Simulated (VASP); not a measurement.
## AlGa2As3: single point with PBE

The system is AlGa2As3.

```
Al Ga As
1.0
     4.71838    0.00000    0.00000
    -2.35919    4.08624    0.00000
     0.00000    0.00000    9.80340
Al Ga As
1 2 3
Direct
  0.33333 0.66667 0.00000
  0.66667 0.33333 0.00000
  0.00000 0.00000 0.00000
  0.66667 0.33333 0.26308
  0.66667 0.33333 0.73692
  0.66667 0.33333 0.50000
```

| Property | Result |
| --- | --- |
| Program | VASP 6.6.1 |
| Task | single point |
| Functional | PBE |
| Potentials or basis | VASP PAW PBE potentials, release 64 (Al, Ga_d, As) |
| Cutoff | 520 eV |
| k mesh | 6 × 6 × 2 |
| Occupations | gaussian, width 0.1 eV |
| Spin | no spin polarisation |

The pressure is 0.1 GPa and the largest force is 0.037 eV/Å. The band gap on the k mesh is zero (band 22 reaches 2.71 eV, above the bottom of band 23 at 1.07 eV).

Forces in eV/Å, atoms in the order of the input:
```
Al   0.000  0.000  0.000
Ga   0.000  0.000  0.000
Ga   0.000  0.000  0.000
As   0.000  0.000 -0.037
As   0.000  0.000  0.037
As   0.000  0.000  0.000
```

Stress tensor (GPa, compression positive):
```
0.03 0.00 0.00
0.00 0.03 0.00
0.00 0.00 0.21
```

Levels at points of the mesh, in eV from the Fermi level:
| k point | band 19 | band 20 | band 21 | band 22 | band 23 | band 24 | band 25 | band 26 |
| --- | --- | --- | --- | --- | --- | --- | --- | --- |
| (0.00, 0.00, 0.00) | -0.42 | -0.42 | -0.12 | -0.12 | 0.10 | 0.10 | 0.39 | 0.53 |
| (0.50, 0.00, 0.00) | -2.14 | -1.89 | -1.13 | -0.26 | 1.22 | 2.06 | 2.14 | 2.19 |
| (0.00, 0.00, 0.50) | -1.13 | -1.13 | -0.25 | -0.21 | -0.21 | 0.48 | 1.20 | 1.20 |
| (0.50, 0.00, 0.50) | -1.43 | -1.22 | -0.69 | -0.65 | -0.33 | 0.41 | 1.53 | 2.47 |

Wall time 63 s on 1 thread of Intel(R) Xeon(R) Platinum 8488C (Sapphire Rapids), with other jobs on the host, peak memory 0.35 GiB.
